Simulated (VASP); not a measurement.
# SnO in VASP: single point with PBE+D3(BJ)

Aim: the single point of SnO with PBE+D3(BJ).

Program: VASP 6.6.1. These are calculated values, not measurements. Logs are shortened: lines on timing, memory, paths and dates and some standing lists are left out, and cuts for length are marked.

## (1) The cell of the first run

The cell holds a slab with vacuum, 8 atoms: a = 3.821 Å, b = 3.821 Å, c = 22.228 Å, α = 90.00°, β = 90.00°, γ = 90.00°.

## (2) Single point, PBE+D3(BJ)

INCAR

```
PREC = Accurate ; ENCUT = 520
EDIFF = 1E-7 ; ISMEAR = 0
SIGMA = 0.05 ; LREAL = F
LASPH = T ; NELM = 100
ALGO = Normal ; ISIF = 2
LWAVE = F ; LCHARG = F
LDIPOL = T ; IDIPOL = 3
DIPOL = 0.5 0.5 0.401 ; GGA = PE
IVDW = 12 ; NBANDS = 50
```

KPOINTS

```
regular mesh
0
Gamma
  7 7 1
```

POSCAR

```
SnO
1.0
    3.8206509079      0.0000053603      0.0000000000
   -0.0000052472      3.8206509079      0.0000000000
    0.0000000000      0.0000000000     22.2280089981
Sn O
4 4
Direct
    0.9998502662      0.9998502662      0.2024472817
    0.4998491692      0.4998491692      0.3087997895
    0.7498491692      0.8748491692      0.4932517573
    1.2498502662      1.3748502662      0.5996042650
    0.9998512723      0.4998508145      0.2556235141
    0.4998508145      0.9998512723      0.2556235141
    0.7498481630      1.3748486208      0.5464279896
    1.2498486208      0.8748481630      0.5464279896
```

Potentials or basis: VASP PAW PBE potentials, release 64 (Sn_d, O).

Run with:

```
$ cat potpaw_PBE.64/Sn_d/POTCAR potpaw_PBE.64/O/POTCAR > POTCAR
$ mpirun -np 1 vasp_std > vasp.out
```

OUTCAR:

```text
PREC = Accurate
   ENCUT = 520
   EDIFF = 1E-7
   ISMEAR = 0
   LREAL = F
   LASPH = T
   NELM = 100
   ISIF = 2
   GGA = PE
   IVDW = 12
 IVDW          = 12

 ion  position               nearest neighbor table
   1  1.000  1.000  0.202-   5 2.25   6 2.25   5 2.25   6 2.25   2 3.59   2 3.59   2 3.59   2 3.59

   2  0.500  0.500  0.309-   6 2.25   5 2.25   6 2.25   5 2.25   1 3.59   1 3.59   1 3.59   1 3.59

   3  0.750  0.875  0.493-   7 2.25   8 2.25   7 2.25   8 2.25   4 3.59   4 3.59   4 3.59   4 3.59

   4  0.250  0.375  0.600-   8 2.25   7 2.25   8 2.25   7 2.25   3 3.59   3 3.59   3 3.59   3 3.59

   5  1.000  0.500  0.256-   2 2.25   1 2.25   1 2.25   2 2.25
   6  0.500  1.000  0.256-   2 2.25   1 2.25   1 2.25   2 2.25
   7  0.750  0.375  0.546-   4 2.25   3 2.25   3 2.25   4 2.25
   8  0.250  0.875  0.546-   4 2.25   3 2.25   3 2.25   4 2.25

  LATTYP: Found a simple tetragonal cell.
 ALAT       =     3.8206509079
 C/A-ratio  =     5.8178591905

  Lattice vectors:

 A1 = (   3.8206509079,   0.0000053603,   0.0000000000)
 A2 = (  -0.0000052472,   3.8206509079,   0.0000000000)
 A3 = (   0.0000000000,   0.0000000000,  22.2280089981)

Analysis of symmetry for initial positions (statically):
=====================================================================
 Subroutine PRICEL returns:
 Original cell was already a primitive cell.

 Routine SETGRP: Setting up the symmetry group for a
 simple tetragonal supercell.

 Subroutine GETGRP returns: Found  2 space group operations
 (whereof  1 operations were pure point group operations)
 out of a pool of 16 trial point group operations.

The static configuration has the point symmetry C_1 .
 The point group associated with its full space group is S_2 .

Analysis of symmetry for dynamics (positions and initial velocities):
=====================================================================
 Subroutine PRICEL returns:
 Original cell was already a primitive cell.

 Routine SETGRP: Setting up the symmetry group for a
 simple tetragonal supercell.

 Subroutine GETGRP returns: Found  2 space group operations
 (whereof  1 operations were pure point group operations)
 out of a pool of 16 trial point group operations.

The dynamic configuration has the point symmetry C_1 .
 The point group associated with its full space group is S_2 .

 Subroutine INISYM returns: Found  2 space group operations
 (whereof  1 operations are pure point group operations),
 and found     1 'primitive' translations

----------------------------------------------------------------------------------------

                                     Primitive cell

  volume of cell :     324.4705

  direct lattice vectors                    reciprocal lattice vectors
     3.820650908  0.000005360  0.000000000     0.261735506  0.000000359  0.000000000
    -0.000005247  3.820650908  0.000000000    -0.000000367  0.261735506  0.000000000
     0.000000000  0.000000000 22.228008998     0.000000000  0.000000000  0.044988285

  length of vectors
     3.820650908  3.820650908 22.228008998     0.261735506  0.261735506  0.044988285

  position of ions in fractional coordinates (direct lattice)
     0.999850266  0.999850266  0.202447282
     0.499849169  0.499849169  0.308799790
     0.749849169  0.874849169  0.493251757
     0.249850266  0.374850266  0.599604265
     0.999851272  0.499850815  0.255623514
     0.499850815  0.999851272  0.255623514
     0.749848163  0.374848621  0.546427990
     0.249848621  0.874848163  0.546427990

  ion indices of the primitive-cell ions
   primitive index   ion index
                 1           1
                 2           2
                 3           3
                 4           4
                 5           5
                 6           6
                 7           7
                 8           8

----------------------------------------------------------------------------------------

 KPOINTS: regular mesh

Automatic generation of k-mesh.
 Grid dimensions read from file:
 generate k-points for:    7    7    1

 Generating k-lattice:

  Cartesian coordinates                     Fractional coordinates (reciprocal lattice)
     0.037390787  0.000000051  0.000000000     0.142857143  0.000000000  0.000000000
    -0.000000052  0.037390787  0.000000000     0.000000000  0.142857143  0.000000000
     0.000000000  0.000000000  0.044988285     0.000000000  0.000000000  1.000000000

  Length of vectors
     0.037390787  0.037390787  0.044988285

  Shift w.r.t. Gamma in fractional coordinates (k-lattice)
     0.000000000  0.000000000  0.000000000

 Subroutine IBZKPT returns following result:
 ===========================================

 Found     25 irreducible k-points:

 Following reciprocal coordinates:
            Coordinates               Weight
  0.000000  0.000000  0.000000      1.000000
  0.142857  0.000000  0.000000      2.000000
 -0.000000  0.142857  0.000000      2.000000
  0.285714  0.000000  0.000000      2.000000
 -0.000000  0.285714  0.000000      2.000000
  0.428571  0.000000  0.000000      2.000000
[... 16 lines left out ...]
  0.285714  0.428571  0.000000      2.000000
  0.428571  0.428571  0.000000      2.000000
   k-points           NKPTS =     25   k-points in BZ     NKDIM =     25   number of bands    NBANDS=     50
   number of dos      NEDOS =    301   number of ions     NIONS =      8
   total plane-waves  NPLWV = 131712
   dimension x,y,z NGX =    28 NGY =   28 NGZ =  168
   dimension x,y,z NGXF=    56 NGYF=   56 NGZF=  336
   ions per type =               4   4
   NGX,Y,Z   is equivalent  to a cutoff of  12.18, 12.18, 12.56 a.u.
   NGXF,Y,Z  is equivalent  to a cutoff of  24.37, 24.37, 25.13 a.u.
 SYSTEM =  unknown system
   PREC   = accura    normal or accurate (medium, high low for compatibility)
   ISTART =      0    job   : 0-new  1-cont  2-samecut
   ICHARG =      2    charge: 1-file 2-atom 10-const
   ISPIN  =      1    spin polarized calculation?
   LNONCOLLINEAR =      F non collinear calculations
   LSORBIT =      F    spin-orbit coupling
   LASPH  =      T    aspherical Exc in radial PAW
   ENCUT  =  520.0 eV  38.22 Ry    6.18 a.u.   7.10  7.10 41.33*2*pi/ulx,y,z
   NELM   =    100;   NELMIN=  2; NELMDL= -5     # of ELM steps
   EDIFF  = 0.1E-06   stopping-criterion for ELM
   LREAL  =      F    real-space projection
   EDIFFG = 0.1E-05   stopping-criterion for IOM
   NSW    =      0    number of steps for IOM
   IBRION =     -1    ionic relax: 0-MD 1-quasi-New 2-CG
   NFREE  =      0    steps in history (QN), initial steepest desc. (CG)
   ISIF   =      2    stress and relaxation
   ISYM   =      2    0-nonsym 1-usesym 2-fastsym
   POTIM  = 0.5000    time-step for ionic-motion
   TEBEG  =    0.0;   TEEND  =   0.0 temperature during run
   PSTRESS=    0.0 pullay stress
   NELECT =      80.0000    total number of electrons
   NUPDOWN=      -1.0000    fix difference up-down
   EMIN   =  10.00;   EMAX   =-10.00  energy-range for DOS
   EFERMI =   0.00;   METHOD = LEGACY
   ISMEAR =     0;   SIGMA  =   0.05  broadening in eV -4-tet -1-fermi 0-gaus
   EFERMI_NEDOS =   21; number of points for ismear=-14 and -15
   IALGO  =     38    algorithm
   IMIX   =      4    mixing-type and parameters
     AMIX     =   0.40;   BMIX     =  1.00
     AMIX_MAG =   1.60;   BMIX_MAG =  1.00
  volume/ion in A,a.u.               =      40.56       273.70
  Fermi-wavevector in a.u.,A,eV,Ry     =   1.026549  1.939897 14.337861  1.053803
  Thomas-Fermi vector in A             =   2.160448
   LORBIT       =      0    0 simple, 1 ext, 2 COOP (PROOUT), +10 PAW based schemes
   GGA     = PE    functional components
   LHFCALC =     F    Hartree Fock is set to
   AEXX    =    0.0000 exact exchange contribution
   IVDW    =    12    specifies the selected vdW correction
   LEPSILON=     F    determine dielectric tensor
   LRPA    =     F    only Hartree local field effects (RPA)
 non-spin polarized calculation
 Gauss-broadening in eV      SIGMA  =   0.05
  energy-cutoff  :      520.00
  volume of cell :      324.47
 maximum number of plane-waves:      8769
   NGX = 15   NGY = 15   NGZ = 83

 dipolmoment           0.000000      0.000000     -0.000013 electrons x Angstroem

 number of electron      79.9999971 magnetization

 dipolmoment           0.000000      0.000000      0.000008 electrons x Angstroem

 Free energy of the ion-electron system (eV)
  ---------------------------------------------------
  ext. energy  EPLUGINS =         0.00000000
  ---------------------------------------------------
  free energy    TOTEN  =       -45.18100626 eV

  energy without entropy =      -45.18100626  energy(sigma->0) =      -45.18100626

 E-fermi :   0.0654     XC(G=0):  -5.3105

 val. band max:       -0.1984537471   @ k =  -0.1429   0.1429   0.0000
 cond. band min:       2.3321927145   @ k =   0.0000   0.0000   0.0000
 fundamental gap:      2.5306464615
 Fermi energy:         0.0653545646

 k-point     1 :       0.0000    0.0000    0.0000
  band No.  band energies     occupation
      1     -21.0580      2.00000
      2     -21.0579      2.00000
      3     -20.6988      2.00000
      4     -20.6987      2.00000
      5     -20.6609      2.00000
      6     -20.6608      2.00000
[... 42 lines left out ...]
     49       5.1712      0.00000
     50       5.2140      0.00000

 k-point     2 :       0.1429    0.0000    0.0000
  band No.  band energies     occupation
      1     -21.0491      2.00000
      2     -21.0490      2.00000
      3     -20.6993      2.00000
      4     -20.6992      2.00000
      5     -20.6626      2.00000
      6     -20.6622      2.00000
[... 42 lines left out ...]
     49       5.3826      0.00000
     50       5.4605      0.00000

 k-point     3 :      -0.0000    0.1429    0.0000
  band No.  band energies     occupation
      1     -21.0490      2.00000
      2     -21.0490      2.00000
      3     -20.6993      2.00000
      4     -20.6993      2.00000
      5     -20.6626      2.00000
      6     -20.6626      2.00000
[... 42 lines left out ...]
     49       5.3084      0.00000
     50       5.4556      0.00000

 k-point     4 :       0.2857    0.0000    0.0000
  band No.  band energies     occupation
      1     -21.0241      2.00000
      2     -21.0240      2.00000
      3     -20.7950      2.00000
      4     -20.7948      2.00000
      5     -20.6670      2.00000
      6     -20.6667      2.00000
[... 999 lines left out ...]
 k-point    23 :       0.2857    0.4286    0.0000
  band No.  band energies     occupation
      1     -20.9931      2.00000
      2     -20.9928      2.00000
      3     -20.9510      2.00000
      4     -20.9507      2.00000
      5     -20.6637      2.00000
      6     -20.6636      2.00000
[... 42 lines left out ...]
     49       5.8295      0.00000
     50       6.1062      0.00000

 k-point    24 :       0.4286    0.4286    0.0000
  band No.  band energies     occupation
      1     -20.9990      2.00000
      2     -20.9985      2.00000
      3     -20.9849      2.00000
      4     -20.9845      2.00000
      5     -20.6656      2.00000
      6     -20.6654      2.00000
[... 42 lines left out ...]
     49       5.9587      0.00000
     50       6.3615      0.00000

 [... further k-points ...]

------------------------ aborting loop because EDIFF is reached ----------------------------------------

 vacuum level on the upper side and lower side of the slab       (xc-potential included)        -0.130        -0.125

 Edisp (eV)   -1.24671

 E8    (eV) :    -0.5515

  FORCE on cell =-STRESS in cart. coord.  units (eV):
  Direction    XX          YY          ZZ          XY          YZ          ZX
  --------------------------------------------------------------------------------------
  -------------------------------------------------------------------------------------
  Total       0.11529     0.14734    -0.26549     0.02293     0.15996     0.17839
  in kB       0.56928     0.72752    -1.31095     0.11323     0.78987     0.88085
  external pressure =       -0.00 kB  Pullay stress =        0.00 kB

 VOLUME and BASIS-vectors are now :
 -----------------------------------------------------------------------------
  energy-cutoff  :      520.00
  volume of cell :      324.47
      direct lattice vectors                 reciprocal lattice vectors
     3.820650908  0.000005360  0.000000000     0.261735506  0.000000359  0.000000000
    -0.000005247  3.820650908  0.000000000    -0.000000367  0.261735506  0.000000000
     0.000000000  0.000000000 22.228008998     0.000000000  0.000000000  0.044988285

 POSITION                                       TOTAL-FORCE (eV/Angst)
 -----------------------------------------------------------------------------------
      3.82007      3.82008      4.50000        -0.003494     -0.003104     -0.067214
      1.90975      1.90975      6.86400        -0.015277     -0.016044      0.139151
      2.86491      3.34250     10.96400         0.015277      0.016044     -0.139151
      0.95459      1.43217     13.32801         0.003494      0.003104      0.067214
      3.82008      1.90976      5.68200        -0.020107      0.006166      0.010443
      1.90975      3.82009      5.68200         0.007056     -0.016484      0.010043
      2.86491      1.43217     12.14601        -0.007056      0.016484     -0.010043
      0.95458      3.34249     12.14601         0.020107     -0.006166     -0.010443
 -----------------------------------------------------------------------------------
    total drift:                                0.013493      0.013479      0.003453

  FREE ENERGIE OF THE ION-ELECTRON SYSTEM (eV)
  ---------------------------------------------------
  free  energy   TOTEN  =       -46.4277176814 eV

  energy  without entropy=      -46.4277176814  energy(sigma->0) =      -46.42771768

 vacuum level on the upper side and lower side of the slab         4.800         4.805
```

Run time: 20 min. Hardware: 1 thread of Oxide Virtual Turin-like, shared host; peak memory 0.49 GiB.

Results:

| Property | Result |
| --- | --- |
| Free energy | -46.4277 eV |
| Largest force | 0.141 eV/Å |
| Band gap on the k mesh | 2.53 eV, indirect (least direct gap 2.55 eV) |
| Dispersion energy per atom | -0.156 eV |

Forces on the atoms (eV/Å):
```
Sn  -0.003 -0.003 -0.067
Sn  -0.015 -0.016  0.139
Sn   0.015  0.016 -0.139
Sn   0.003  0.003  0.067
O   -0.020  0.006  0.010
O    0.007 -0.016  0.010
O   -0.007  0.016 -0.010
O    0.020 -0.006 -0.010
```

Caveat: spin-orbit coupling is left out, which moves the levels of the heavy elements.
